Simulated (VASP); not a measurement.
Write the native input for VASP 6.6.1 that does the following.

```
Task                   : single point
Functional             : PBE
Potentials or basis    : VASP PAW PBE potentials, release 64 (Ca_sv, Bi_d)
Cutoff                 : 520 eV
k mesh                 : 6 × 6 × 4
Occupations            : gaussian, width 0.1 eV
Spin                   : no spin polarisation
Dipole correction      : no
Further INCAR settings : ALGO = Normal; EDIFF = 1e-06; NBANDS = 20
```

The structure of CaBi lies in POSCAR:

```
CaBi
1.0
    4.0645645103      0.0000000000      0.0000000000
   -2.0322822551      3.5200161212      0.0000000000
    0.0000000000      0.0000000000      4.6768661892
Ca Bi
1 1
Direct
    0.0000000000      0.0000000000      0.0000000000
    0.3333333333      0.6666666667      0.5000000000
```

One way to write it, as run:

INCAR

```
ALGO = Normal
EDIFF = 1E-6
ENCUT = 520
GGA = PE
ISIF = 2
ISMEAR = 0
LASPH = T
LCHARG = F
LREAL = F
LWAVE = F
NBANDS = 20
NELM = 100
PREC = Accurate
SIGMA = 0.1
```

KPOINTS

```
k-points
0
Gamma
  6 6 4
```

Potentials or basis: VASP PAW PBE potentials, release 64 (Ca_sv, Bi_d).

The run is started by

```sh
$ cat potpaw_PBE.64/Ca_sv/POTCAR potpaw_PBE.64/Bi_d/POTCAR > POTCAR
$ mpirun -np 1 vasp_std > vasp.out
```

It gave:

- Pressure: 0.1 GPa

Run time: 22 s on 1 thread of Intel(R) Xeon(R) Platinum 8259CL CPU @ 2.50GHz (Skylake/Cascade Lake) (shared host), peak memory 0.19 GiB.
